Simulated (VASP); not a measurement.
# B (C2/m) in VASP: single point with PBEsol

Aim: the single point of B with PBEsol.

Program: VASP 6.6.1. These are calculated values, not measurements. Logs are shortened: lines on timing, memory, paths and dates and some standing lists are left out, and cuts for length are marked.

## 1. The cell of the first run

Symmetry: C2/m, No. 12, monoclinic system. The conventional cell has a = 6.437 Å, b = 2.891 Å, c = 3.162 Å, α = 90.00°, β = 96.90°, γ = 90.00°. B (site symmetry m) has 7 B at 1.72 to 2.34 Å within 2.4 Å. Within 2.3 Å of B (site symmetry m) lie 6 B at 1.72 to 1.80 Å.

## 2. Single point, PBEsol

Input file INCAR:

```
PREC = Accurate
ENCUT = 520
EDIFF = 1E-6
ISMEAR = 0
SIGMA = 0.1
LREAL = F
LASPH = T
NELM = 60
ALGO = Normal
ISIF = 2
LWAVE = F
LCHARG = F
GGA = PS
NBANDS = 14
```

Input file KPOINTS:

```
regular mesh
0
Gamma
  18 18 14
```

Input file POSCAR:

```
B
1.0
    3.2184662735     -1.4454967354      0.0042970205
    3.2184662735      1.4454967354      0.0042970205
   -0.3842183232      0.0000000000      3.1389570978
B
4
Direct
    0.1268959730      0.1268959730      0.1217386265
    0.8731040270      0.8731040270      0.8782613735
    0.2391446817      0.2391446817      0.6442125405
    0.7608553183      0.7608553183      0.3557874595
```

Potentials or basis: VASP PAW PBE potentials, release 64 (B).

The run is started by

```console
$ cat potpaw_PBE.64/B/POTCAR > POTCAR
$ mpirun -np 1 vasp_std > vasp.out
```

OUTCAR:

```text
PREC = Accurate
   ENCUT = 520
   EDIFF = 1E-6
   ISMEAR = 0
   LREAL = F
   LASPH = T
   NELM = 60
   ISIF = 2
   GGA = PS

 ion  position               nearest neighbor table
   1  0.127  0.127  0.122-   2 1.72   3 1.72   3 1.75   4 1.80   4 1.80
   2  0.873  0.873  0.878-   1 1.72   4 1.72   4 1.75   3 1.80   3 1.80
   3  0.239  0.239  0.644-   1 1.72   4 1.72   4 1.72   1 1.75   2 1.80   2 1.80
   4  0.761  0.761  0.356-   2 1.72   3 1.72   3 1.72   2 1.75   1 1.80   1 1.80

  LATTYP: Found a base centered monoclinic cell.
 ALAT       =     6.4369382840
 B/A-ratio  =     0.4491255537
 C/A-ratio  =     0.4912870539
 COS(beta)  =    -0.1201710685

  Lattice vectors:

 A1 = (   3.2184662735,  -1.4454967354,   0.0042970205)
 A2 = (   3.2184662735,   1.4454967354,   0.0042970205)
 A3 = (  -0.3842183232,   0.0000000000,   3.1389570978)

Analysis of symmetry for initial positions (statically):
=====================================================================
 Subroutine PRICEL returns:
 Original cell was already a primitive cell.

 Routine SETGRP: Setting up the symmetry group for a
 base centered monoclinic supercell.

 Subroutine GETGRP returns: Found  4 space group operations
 (whereof  4 operations were pure point group operations)
 out of a pool of  4 trial point group operations.

The static configuration has the point symmetry C_2h.

Analysis of symmetry for dynamics (positions and initial velocities):
=====================================================================
 Subroutine PRICEL returns:
 Original cell was already a primitive cell.

 Routine SETGRP: Setting up the symmetry group for a
 base centered monoclinic supercell.

 Subroutine GETGRP returns: Found  4 space group operations
 (whereof  4 operations were pure point group operations)
 out of a pool of  4 trial point group operations.

The dynamic configuration has the point symmetry C_2h.

 Subroutine INISYM returns: Found  4 space group operations
 (whereof  4 operations are pure point group operations),
 and found     1 'primitive' translations

----------------------------------------------------------------------------------------

                                     Primitive cell

  volume of cell :      29.2114

  direct lattice vectors                    reciprocal lattice vectors
     3.218466273 -1.445496735  0.004297021     0.155328116 -0.345901853  0.019012655
     3.218466273  1.445496735  0.004297021     0.155328116  0.345901853  0.019012655
    -0.384218323  0.000000000  3.138957098    -0.000425267  0.000000000  0.318525094

  length of vectors
     3.528172959  3.528172959  3.162384446     0.379652995  0.379652995  0.318525378

  position of ions in fractional coordinates (direct lattice)
     0.126895973  0.126895973  0.121738626
     0.873104027  0.873104027  0.878261374
     0.239144682  0.239144682  0.644212540
     0.760855318  0.760855318  0.355787460

  ion indices of the primitive-cell ions
   primitive index   ion index
                 1           1
                 2           2
                 3           3
                 4           4

----------------------------------------------------------------------------------------

 KPOINTS: regular mesh

Automatic generation of k-mesh.
 Grid dimensions read from file:
 generate k-points for:   18   18   14

 Generating k-lattice:

  Cartesian coordinates                     Fractional coordinates (reciprocal lattice)
     0.008629340 -0.019216770  0.001056259     0.055555556 -0.000000000 -0.000000000
     0.008629340  0.019216770  0.001056259    -0.000000000  0.055555556 -0.000000000
    -0.000030376  0.000000000  0.022751792     0.000000000  0.000000000  0.071428571

  Length of vectors
     0.021091833  0.021091833  0.022751813

  Shift w.r.t. Gamma in fractional coordinates (k-lattice)
     0.000000000  0.000000000  0.000000000

 Subroutine IBZKPT returns following result:
 ===========================================

 Found   1208 irreducible k-points:

 Following reciprocal coordinates:
            Coordinates               Weight
  0.000000  0.000000  0.000000      1.000000
  0.055556 -0.000000  0.000000      4.000000
  0.111111 -0.000000  0.000000      4.000000
  0.166667 -0.000000  0.000000      4.000000
  0.222222 -0.000000  0.000000      4.000000
  0.277778 -0.000000  0.000000      4.000000
[... 16 lines left out ...]
 -0.277778  0.055556  0.000000      4.000000
 -0.222222  0.055556  0.000000      4.000000
 [... further k-points ...]
   k-points           NKPTS =   1208   k-points in BZ     NKDIM =   1208   number of bands    NBANDS=     14
   number of dos      NEDOS =    301   number of ions     NIONS =      4
   total plane-waves  NPLWV =  18816
   dimension x,y,z NGX =    28 NGY =   28 NGZ =   24
   dimension x,y,z NGXF=    56 NGYF=   56 NGZF=   48
   ions per type =               4
   NGX,Y,Z   is equivalent  to a cutoff of  13.19, 13.19, 12.62 a.u.
   NGXF,Y,Z  is equivalent  to a cutoff of  26.39, 26.39, 25.23 a.u.
 SYSTEM =  unknown system
   PREC   = accura    normal or accurate (medium, high low for compatibility)
   ISTART =      0    job   : 0-new  1-cont  2-samecut
   ICHARG =      2    charge: 1-file 2-atom 10-const
   ISPIN  =      1    spin polarized calculation?
   LNONCOLLINEAR =      F non collinear calculations
   LSORBIT =      F    spin-orbit coupling
   LASPH  =      T    aspherical Exc in radial PAW
   ENCUT  =  520.0 eV  38.22 Ry    6.18 a.u.   6.56  6.56  5.88*2*pi/ulx,y,z
   NELM   =     60;   NELMIN=  2; NELMDL= -5     # of ELM steps
   EDIFF  = 0.1E-05   stopping-criterion for ELM
   LREAL  =      F    real-space projection
   EDIFFG = 0.1E-04   stopping-criterion for IOM
   NSW    =      0    number of steps for IOM
   IBRION =     -1    ionic relax: 0-MD 1-quasi-New 2-CG
   NFREE  =      0    steps in history (QN), initial steepest desc. (CG)
   ISIF   =      2    stress and relaxation
   ISYM   =      2    0-nonsym 1-usesym 2-fastsym
   POTIM  = 0.5000    time-step for ionic-motion
   TEBEG  =    0.0;   TEEND  =   0.0 temperature during run
   PSTRESS=    0.0 pullay stress
   NELECT =      12.0000    total number of electrons
   NUPDOWN=      -1.0000    fix difference up-down
   EMIN   =  10.00;   EMAX   =-10.00  energy-range for DOS
   EFERMI =   0.00;   METHOD = LEGACY
   ISMEAR =     0;   SIGMA  =   0.10  broadening in eV -4-tet -1-fermi 0-gaus
   EFERMI_NEDOS =   21; number of points for ismear=-14 and -15
   IALGO  =     38    algorithm
   IMIX   =      4    mixing-type and parameters
     AMIX     =   0.40;   BMIX     =  1.00
     AMIX_MAG =   1.60;   BMIX_MAG =  1.00
  volume/ion in A,a.u.               =       7.30        49.28
  Fermi-wavevector in a.u.,A,eV,Ry     =   1.216983  2.299764 20.150870  1.481047
  Thomas-Fermi vector in A             =   2.352318
   LORBIT       =      0    0 simple, 1 ext, 2 COOP (PROOUT), +10 PAW based schemes
   GGA     = PS    functional components
   LHFCALC =     F    Hartree Fock is set to
   AEXX    =    0.0000 exact exchange contribution
   IVDW    =     0    specifies the selected vdW correction
   LEPSILON=     F    determine dielectric tensor
   LRPA    =     F    only Hartree local field effects (RPA)
 non-spin polarized calculation
 Gauss-broadening in eV      SIGMA  =   0.10
  energy-cutoff  :      520.00
  volume of cell :       29.21
 maximum number of plane-waves:       808
   NGX = 13   NGY = 13   NGZ = 11

 number of electron      12.0000000 magnetization

 Free energy of the ion-electron system (eV)
  ---------------------------------------------------
  ext. energy  EPLUGINS =         0.00000000
  ---------------------------------------------------
  free energy    TOTEN  =       -27.22797951 eV

  energy without entropy =      -27.22477516  energy(sigma->0) =      -27.22637733

 E-fermi :   6.3676     XC(G=0): -11.6737

 val. band max:        6.3655238015   @ k =  -0.1111   0.5000   0.2143
 cond. band min:       6.3704516616   @ k =  -0.2222   0.0000   0.0714
 fundamental gap:      0.0049278601
 Fermi energy:         6.3675868721

 k-point     1 :       0.0000    0.0000    0.0000
  band No.  band energies     occupation
      1      -9.7294      2.00000
      2       0.2571      2.00000
      3       0.6425      2.00000
      4       1.8267      2.00000
      5       2.5492      2.00000
      6       3.4991      2.00000
      7       8.8228      0.00000
      8       9.8869      0.00000
      9      11.4856      0.00000
     10      13.4648      0.00000
     11      16.4808      0.00000
     12      16.8442      0.00000
     13      16.8534      0.00000
     14      18.1712      0.00000

 k-point     2 :       0.0556   -0.0000    0.0000
  band No.  band energies     occupation
      1      -9.6804      2.00000
      2       0.2018      2.00000
      3       0.6633      2.00000
      4       1.6480      2.00000
      5       2.4250      2.00000
      6       3.7074      2.00000
      7       8.4567      0.00000
      8      10.1347      0.00000
      9      11.7232      0.00000
     10      13.5315      0.00000
     11      16.4779      0.00000
     12      16.6284      0.00000
     13      16.7389      0.00000
     14      17.9986      0.00000

 k-point     3 :       0.1111   -0.0000    0.0000
  band No.  band energies     occupation
      1      -9.5334      2.00000
      2       0.0387      2.00000
      3       0.5896      2.00000
      4       1.3219      2.00000
      5       2.2213      2.00000
      6       4.1387      2.00000
      7       7.7169      0.00000
      8      10.7523      0.00000
      9      12.0772      0.00000
     10      13.7781      0.00000
     11      15.7618      0.00000
     12      16.3782      0.00000
     13      16.9905      0.00000
     14      17.8791      0.00000

 k-point     4 :       0.1667   -0.0000    0.0000
  band No.  band energies     occupation
      1      -9.2891      2.00000
      2      -0.3893      2.00000
      3       0.2843      2.00000
      4       1.2961      2.00000
      5       2.0600      2.00000
      6       4.5608      2.00000
      7       7.0397      0.00000
      8      11.3521      0.00000
      9      12.3714      0.00000
     10      14.2038      0.00000
     11      14.9711      0.00000
     12      16.0339      0.00000
     13      17.1374      0.00000
     14      18.0470      0.00000

 k-point     5 :       0.2222   -0.0000    0.0000
  band No.  band energies     occupation
      1      -8.9487      2.00000
      2      -1.2024      2.00000
      3       0.1017      2.00000
      4       1.4650      2.00000
      5       1.9445      2.00000
      6       4.6953      2.00000
      7       6.7900      0.00000
      8      11.4860      0.00000
      9      12.6805      0.00000
     10      14.1636      0.00000
     11      14.9893      0.00000
[... 276 lines left out ...]
 k-point    22 :      -0.3333    0.0556    0.0000
  band No.  band energies     occupation
      1      -7.5313      2.00000
      2      -3.8854      2.00000
      3       0.3151      2.00000
      4       1.4693      2.00000
      5       2.1375      2.00000
      6       3.8013      2.00000
      7       7.6019      0.00000
      8      10.9893      0.00000
      9      11.9147      0.00000
     10      12.9038      0.00000
     11      15.2228      0.00000
     12      16.6261      0.00000
     13      18.9766      0.00000
     14      19.5260      0.00000

 k-point    23 :      -0.2778    0.0556    0.0000
  band No.  band energies     occupation
      1      -8.1237      2.00000
      2      -2.9433      2.00000
      3       0.3996      2.00000
      4       1.6707      2.00000
      5       1.9348      2.00000
      6       3.9608      2.00000
      7       6.9379      0.00000
      8      11.2928      0.00000
      9      12.2237      0.00000
     10      13.3269      0.00000
     11      15.4663      0.00000
     12      16.5289      0.00000
     13      17.7943      0.00000
     14      19.1186      0.00000

 k-point    24 :      -0.2222    0.0556    0.0000
  band No.  band energies     occupation
      1      -8.6258      2.00000
      2      -1.9830      2.00000
      3       0.4308      2.00000
      4       1.6071      2.00000
      5       2.0247      2.00000
      6       4.1640      2.00000
      7       6.4041      0.60571
      8      11.6149      0.00000
      9      12.4970      0.00000
     10      13.7603      0.00000
     11      15.7800      0.00000
     12      16.1528      0.00000
     13      16.7537      0.00000
     14      18.9299      0.00000

 [... further k-points ...]

------------------------ aborting loop because EDIFF is reached ----------------------------------------

  FORCE on cell =-STRESS in cart. coord.  units (eV):
  Direction    XX          YY          ZZ          XY          YZ          ZX
  --------------------------------------------------------------------------------------
  -------------------------------------------------------------------------------------
  Total        0.0177396      0.0545660      0.0876368      0.0000000      0.0000000      0.0090898
  in kB        0.9729772      2.9928181      4.8066751      0.0000000      0.0000000      0.4985546
  external PRESSURE =       2.9241568 kB  Pullay stress =       0.0000000 kB

 VOLUME and BASIS-vectors are now :
 -----------------------------------------------------------------------------
  energy-cutoff  :      520.00
  volume of cell :       29.21
      direct lattice vectors                 reciprocal lattice vectors
     3.218466273 -1.445496735  0.004297021     0.155328116 -0.345901853  0.019012655
     3.218466273  1.445496735  0.004297021     0.155328116  0.345901853  0.019012655
    -0.384218323  0.000000000  3.138957098    -0.000425267  0.000000000  0.318525094

 POSITION                                       TOTAL-FORCE (eV/Angst)
 -----------------------------------------------------------------------------------
      0.77005      0.00000      0.38322        -0.004107      0.000000     -0.005171
      5.28267      0.00000      2.76433         0.004107      0.000000      0.005171
      1.29184      0.00000      2.02421         0.001230      0.000000      0.005458
      4.76087      0.00000      1.12334        -0.001230      0.000000     -0.005458
 -----------------------------------------------------------------------------------
    total drift:                               -0.000000     -0.000000     -0.000000

  FREE ENERGIE OF THE ION-ELECTRON SYSTEM (eV)
  ---------------------------------------------------
  free  energy   TOTEN  =       -27.2279795083 eV

  energy  without entropy=      -27.2247751610  energy(sigma->0) =      -27.22637733
```

Wall time 10 min (1 thread of Intel Xeon 8259CL, shared host); peak memory 0.45 GiB.

Results:

```yaml
Free_energy: -27.2280 eV
Pressure: 0.3 GPa
Largest_force: 0.007 eV/Å
Band_gap_on_the_k_mesh: zero (bands 6 and 7 overlap by 3.76 eV)
```

Forces in eV/Å, atoms in the order of the input:
```
B   -0.004  0.000 -0.005
B    0.004  0.000  0.005
B    0.001  0.000  0.005
B   -0.001  0.000 -0.005
```

Caveat: the PAW data sets were made with another functional, which shifts forces and pressure a little.
